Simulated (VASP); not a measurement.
Crystal: Cu.

```
Cu
1.0
     0.00000    1.80000    1.80000
     1.80000    0.00000    1.80000
     1.80000    1.80000    0.00000
Cu
1
Direct
  0.00000 0.00000 0.00000
```

* Program: VASP 6.6.1
* Task: relaxation of cell and atoms
* Functional: PBEsol
* Potentials or basis: VASP PAW PBE potentials, release 64 (Cu)
* Cutoff: 600 eV
* k mesh: 12 × 12 × 12
* Occupations: gaussian, width 0.1 eV
* Spin: no spin polarisation

At the start: pressure -4.1 GPa; volume 11.66 Å³/atom.

Where does the relaxation end?

Over 3 steps the energy falls by 4.0 meV/atom and the volume is 11.36 Å³/atom (-2.6 %); space group Fm-3m (No. 225, to 0.05 Å).

Step by step:
```tsv
step	energy change (eV)	largest force (eV/Å)	pressure (GPa)	volume (Å³)
1	0.0000	0.0000	-4.09	11.66
2	-0.0024	0.0000	2.89	11.17
3	-0.0040	0.0000	0.01	11.36
```

Final structure:
```
Cu
1.0
     0.00000    1.78410    1.78410
     1.78410    0.00000    1.78410
     1.78410    1.78410    0.00000
Cu
1
Direct
  0.00000 0.00000 0.00000
```

Caveat: the PAW data sets were made with another functional, which shifts forces and pressure a little.
